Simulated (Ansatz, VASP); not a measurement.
# One calculation of Au, two programs

INCAR

```
SYSTEM = Au
  ALGO = Normal
  EDIFF = 1E-6
  ENCUT = 520
  GGA = PE
  ISIF = 2
  ISMEAR = -1
  LASPH = .True.
  LCHARG = .False.
  LREAL = .False.
  LWAVE = .False.
  NBANDS = 18
  NELM = 100
  PREC = Accurate
  SIGMA = 0.03
```

Contents of KPOINTS:

```
k-points
0
Gamma
  14 14 8
  0 0 0
```

Contents of POSCAR:

```
Au
1.0
    2.8608044381      0.0000000000      0.0000000000
   -1.4304022190      2.4775293187      0.0000000000
    0.0000000000      0.0000000000      4.8140459691
Au
2
Direct
    0.3333333333      0.6666666667      0.7500000000
    0.6666666667      0.3333333333      0.2500000000
```

Input for Ansatz:

```yaml
crystal:
  lattice:
    - [2.8608044381, 0.0, 0.0]
    - [-1.430402219, 2.4775293187, 0.0]
    - [0.0, 0.0, 4.8140459691]
  atoms:
    - { symbol: Au, position: [0.3333333333, 0.6666666667, 0.75] }
    - { symbol: Au, position: [0.6666666667, 0.3333333333, 0.25] }
kpoints:
  mp_grid: { grid: [14, 14, 8] }
  band_path:
    path:
      - [0.0, 0.0, 0.0]
      - [0.5, 0.0, 0.0]
      - [0.3333333333, 0.3333333333, 0.0]
      - [0.0, 0.0, 0.0]
      - [0.0, 0.0, 0.5]
      - [0.5, 0.0, 0.5]
      - [0.3333333333, 0.3333333333, 0.5]
      - [0.0, 0.0, 0.5]
      - [0.5, 0.0, 0.5]
    npoints: 5
scf:
  occupations: { method: fermi_dirac, width: 0.03 }
hamiltonian:
  xc: pbe
  pseudopotentials: { kind: all_electron, lapw: { basis_error: 0.0005 } }
output:
  forces: true
  stress: true
  eigenvalues: true
```

Change from the starting cell: volume scaled by 0.96.

Alike in both runs: task single point; functional PBE; k mesh 14 × 14 × 8; occupations fermi-dirac, width 0.03 eV; no spin polarisation.

|  | VASP | Ansatz |
| --- | --- | --- |
| version | VASP 6.6.1 | Ansatz 0.2.0 |
| potentials or method | VASP PAW PBE potentials, release 64 (Au), cutoff 520 eV | all-electron LAPW, scalar-relativistic |

|  | VASP | Ansatz | Ansatz less VASP |
| --- | --- | --- | --- |
| pressure (GPa) | 8.4 | 8.7 | +0.26 |
| traceless stress, the component that is largest in VASP (GPa) | -0.85 | -0.84 | +0.011 |

Ansatz ran all-electron here, and VASP with PAW potentials.

Spin-orbit coupling is off throughout.
